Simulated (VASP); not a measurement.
Set up this calculation in VASP 6.6.1, as the native input.

```yaml
Task: single point
Functional: PBE
Potentials_or_basis: VASP PAW PBE potentials, release 64 (B)
Cutoff: 520 eV
k_mesh: 6 × 6 × 6
Occupations: gaussian, width 0.1 eV
Spin: no spin polarisation
Dipole_correction: no
Further_INCAR_settings: ALGO = Normal; EDIFF = 1e-06; NBANDS = 22
```

The structure of B lies in POSCAR:

```
B
1.0
   -2.6280837100      2.6280837100      2.6280837100
    2.6280837100     -2.6280837100      2.6280837100
    2.6280837100      2.6280837100     -2.6280837100
B
8
Direct
    0.3253069500      0.0000000000      0.0000000000
    0.6746930500      0.6746930500      0.6746930500
    0.0000000000      0.3253069500      0.0000000000
    0.0000000000      0.0000000000      0.3253069500
    0.0000000000      0.6746930500      0.0000000000
    0.3253069500      0.3253069500      0.3253069500
    0.6746930500      0.0000000000      0.0000000000
    0.0000000000      0.0000000000      0.6746930500
```

One way to write it, as run:

INCAR

```
PREC = Accurate
ENCUT = 520
EDIFF = 1E-6
ISMEAR = 0
SIGMA = 0.1
LREAL = F
LASPH = T
NELM = 60
ALGO = Normal
ISIF = 2
LWAVE = F
LCHARG = T
GGA = PE
LELF = T
LVHAR = T
NBANDS = 22
```

KPOINTS

```
regular mesh
0
Gamma
  6 6 6
```

Potentials or basis: VASP PAW PBE potentials, release 64 (B).

Command:

```console
$ cat potpaw_PBE.64/B/POTCAR > POTCAR
$ mpirun -np 1 vasp_std > vasp.out
```

It gave:

| Property | Result |
| --- | --- |
| Pressure | 14.3 GPa |
| Largest force | 0.480 eV/Å |
| Band gap on the k mesh | zero (band 12 reaches 3.51 eV, above the bottom of band 13 at 1.46 eV) |

It took 28 s on 1 thread of Intel(R) Xeon(R) 6975P-C (Granite Rapids), on a shared host, peak memory 0.19 GiB.
